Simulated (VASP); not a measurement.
ScRu3:

```
Ru Sc
1.0
    -1.94926    1.94926    4.02229
     1.94926   -1.94926    4.02229
     1.94926    1.94926   -4.02229
Ru Sc
3 1
Direct
  0.50000 0.50000 0.00000
  0.25000 0.75000 0.50000
  0.75000 0.25000 0.50000
  0.00000 0.00000 0.00000
```

```yaml
Program: VASP 6.6.1
Task: relaxation of cell and atoms
Functional: PBEsol
Potentials_or_basis: VASP PAW PBE potentials, release 64 (Ru_pv, Sc_sv)
Cutoff: 600 eV
k_mesh: 7 × 7 × 7
Occupations: fermi-dirac, width 0.05 eV
Spin: no spin polarisation
```

At the start: pressure -9.4 GPa; volume 15.28 Å³/atom.

How do energy, volume and symmetry change on relaxing?

Over 4 steps the energy falls by 20.6 meV/atom and the volume is 14.61 Å³/atom (-4.4 %); space group I4/mmm (No. 139, to 0.05 Å).

The path:
```csv
step,energy change (eV),largest force (eV/Å),pressure (GPa),volume (Å³)
1,0.0000,0.0000,-9.35,61.13
2,0.2541,0.0000,24.07,53.58
3,-0.0824,0.0000,-0.29,58.50
4,-0.0825,0.0000,-0.03,58.43
```

Final structure:
```
Ru Sc
1.0
    -1.91962    1.91962    3.96423
     1.91962   -1.91962    3.96423
     1.91962    1.91962   -3.96423
Ru Sc
3 1
Direct
  0.50000 0.50000 0.00000
  0.25000 0.75000 0.50000
  0.75000 0.25000 0.50000
  0.00000 0.00000 0.00000
```

Caveat: the PAW data sets were made with another functional, which shifts forces and pressure a little.
